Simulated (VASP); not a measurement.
SiC (4H silicon carbide): single point with LDA

The system is SiC (4H silicon carbide).

```
Si C
1.0
     3.05847    0.00000    0.00000
    -1.52924    2.64872    0.00000
     0.00000    0.00000   10.01232
Si C
4 4
Direct
  0.00000 0.00000 0.99990
  0.33333 0.66667 0.24985
  0.66667 0.33333 0.49990
  0.33333 0.66667 0.74985
  0.00000 0.00000 0.18795
  0.33333 0.66667 0.43730
  0.66667 0.33333 0.68795
  0.33333 0.66667 0.93730
```

```
Program                : VASP 6.6.1
Task                   : single point
Functional             : LDA
Potentials or basis    : VASP PAW LDA potentials, release 64 (Si, C)
Cutoff                 : 520 eV
k mesh                 : 8 × 8 × 2
Occupations            : gaussian, width 0.01 eV
Spin                   : no spin polarisation
Dipole correction      : no
Further INCAR settings : ALGO = Normal; EDIFF = 1e-07; NBANDS = 26
```

- Pressure: 0.4 GPa
- Band gap on the k mesh: 2.17 eV, indirect (least direct gap 3.30 eV)

Levels at points of the mesh, in eV from the valence-band top:
```
           k point  band 14  band 15  band 16  band 17  band 18  band 19
(0.00, 0.00, 0.00)    -0.05     0.00     0.00     5.22     5.79     6.43
(0.50, 0.00, 0.00)    -2.24    -1.59    -1.13     2.17     2.30     4.18
(0.00, 0.00, 0.50)    -0.21    -0.21    -0.21     5.42     5.42     6.91
(0.50, 0.00, 0.50)    -2.54    -1.57    -1.57     2.58     2.58     4.17
```

Run time: 19 s on 1 thread of Intel(R) Xeon(R) 6975P-C (Granite Rapids) (shared host), peak memory 0.18 GiB.

A k mesh can miss the band edges.
